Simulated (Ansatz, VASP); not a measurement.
**Se: VASP beside Ansatz**

File INCAR:

```
SYSTEM = Se
PREC = Accurate ; ENCUT = 520
EDIFF = 1E-7 ; ISMEAR = 0
SIGMA = 0.05 ; LREAL = .FALSE.
LASPH = .TRUE. ; NELM = 60
ALGO = Normal ; ISIF = 2
LWAVE = .FALSE. ; LCHARG = .FALSE.
GGA = PE ; IVDW = 12
NBANDS = 16
```

File KPOINTS:

```
regular mesh
0
G
  12 12 8
  0 0 0
```

The input POSCAR:

```
Se
1.0
    4.2516111125      0.0000000000      0.0000000000
   -2.1258055563      3.6820032305      0.0000000000
    0.0000000000      0.0000000000      4.9450488850
Se
3
Direct
    0.2473450691      0.0000000000      0.3333333333
    0.0000000000      0.2473450691      0.6666666667
    0.7526549309      0.7526549309      0.0000000000
```

Input for Ansatz:

```yaml
crystal:
  lattice:
    - [4.2516111125, 0.0, 0.0]
    - [-2.1258055563, 3.6820032305, 0.0]
    - [0.0, 0.0, 4.945048885]
  atoms:
    - { symbol: Se, position: [0.2473450684, 0.0, 0.3333333333] }
    - { symbol: Se, position: [0.0, 0.2473450684, 0.6666666667] }
    - { symbol: Se, position: [0.7526549316, 0.7526549316, 0.0] }
basis:
  ecutwfc: 420
kpoints:
  mp_grid: { grid: [12, 12, 8] }
hamiltonian:
  xc: pbe
  dispersion: d3bj
scf:
  occupations: { method: gaussian, width: 0.05 }
output:
  forces: true
  stress: true
  eigenvalues: true
```

Alike in both runs: task single point; functional PBE; dispersion D3(BJ); k mesh 12 × 12 × 8; occupations gaussian, width 0.05 eV; no spin polarisation.

|  | VASP | Ansatz |
| --- | --- | --- |
| version | VASP 6.6.1 | Ansatz 0.2.0 |
| potentials or method | VASP PAW PBE potentials, release 64 (Se), cutoff 520 eV | scalar-relativistic, plane waves, PAW |
| valence electrons in the cell | 18 | 48 |

|  | VASP | Ansatz | Ansatz less VASP |
| --- | --- | --- | --- |
| gap on the k mesh at the Fermi level (eV) | 0.61 | 0.61 | -0.001 |
| least direct gap on the mesh (eV) | 1.09 | 1.09 | +0.008 |
| pressure (GPa) | -1.6 | -1.7 | -0.09 |
| traceless stress, the component that is largest in VASP (GPa) | 1.21 | 1.19 | -0.021 |
| rms of the force components (eV/Å) | 0.186 | 0.197 | +0.0107 |

Atom by atom the forces differ by 0.011 eV/Å (rms over components). VASP's potentials hold 18 valence electrons a cell and Ansatz's 48, so a difference there can come from the potentials and not from the codes.
